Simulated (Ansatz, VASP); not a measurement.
# Two plane-wave programs on Al2P3

File INCAR:

```
ALGO     = Normal         # electronic algorithm
EDIFF    = 1E-6           # SCF threshold, eV
EDIFFG   = -0.04          # ionic threshold
ENCUT    = 600            # plane-wave cutoff, eV
GGA      = PE             # functional
IBRION   = 2              # ionic algorithm
ISIF     = 3              # what is computed and relaxed
ISMEAR   = 0              # smearing method
LASPH    = T              # aspherical terms in the spheres
LCHARG   = F              # write CHGCAR
LREAL    = F              # projectors in reciprocal space
LWAVE    = F              # write WAVECAR
NELM     = 60             # most SCF steps
NSW      = 90             # ionic steps
PREC     = Accurate       # precision mode
SIGMA    = 0.1            # smearing width, eV
```

Contents of KPOINTS:

```
k-points
0
Gamma
  6 6 4
```

The input POSCAR:

```
Al2P3
1.0
    3.3414164583      0.0000000000      0.0000000000
    0.0000000000      3.3414164583      0.0000000000
    0.0000000000      0.0000000000      7.4257366782
Al P
2 3
Direct
    0.0000000000      0.0000000000      0.6981309453
    0.0000000000      0.0000000000      0.3018690547
    0.5000000000      0.5000000000      0.8418295195
    0.5000000000      0.5000000000      0.1581704805
    0.5000000000      0.5000000000      0.5000000000
```

Input for Ansatz:

```yaml
crystal:
  lattice:
    - [3.3414164583, 0.0, 0.0]
    - [0.0, 3.3414164583, 0.0]
    - [0.0, 0.0, 7.4257366782]
  atoms:
    - { symbol: Al, position: [0.0, 0.0, 0.6981309453] }
    - { symbol: Al, position: [0.0, 0.0, 0.3018690547] }
    - { symbol: P, position: [0.5, 0.5, 0.8418295195] }
    - { symbol: P, position: [0.5, 0.5, 0.1581704805] }
    - { symbol: P, position: [0.5, 0.5, 0.5] }
basis:
  ecutwfc: 420
kpoints:
  mp_grid: { grid: [6, 6, 4] }
hamiltonian:
  xc: pbe
scf:
  occupations: { method: gaussian, width: 0.1 }
  lower_state_search: "off"
output:
  forces: true
  stress: true
  eigenvalues: true
relax:
  adjacent_minimum: "off"
  f_tol: 0.04
  max_steps: 70
  cell: { stress_tol: 0.4 }
```

Alike in both runs: task relaxation of cell and atoms; functional PBE; k mesh 6 × 6 × 4; occupations gaussian, width 0.1 eV; no spin polarisation.

|  | VASP | Ansatz |
| --- | --- | --- |
| version | VASP 6.6.1 | Ansatz 0.2.0 |
| potentials or method | VASP PAW PBE potentials, release 64 (Al, P), cutoff 600 eV | scalar-relativistic, plane waves, PAW |
| valence electrons in the cell | 21 | 21 |

VASP gave:

* gap on the k mesh at the Fermi level, each at its own relaxed structure (eV): none
* relaxed volume (Å³/atom): 16.67
* relaxed cell length with the largest relative difference (Å): 3.350

**Question.** Estimate Ansatz's values.

**Answer.** gap on the k mesh at the Fermi level, each at its own relaxed structure (eV): none; relaxed volume (Å³/atom): 16.66; relaxed cell length with the largest relative difference (Å): 3.349.

A gap of «none» marks a metal or a gap that the smearing closes.

Noted on VASP's run: too few bands were computed for a metal, which touches its energy and stress.
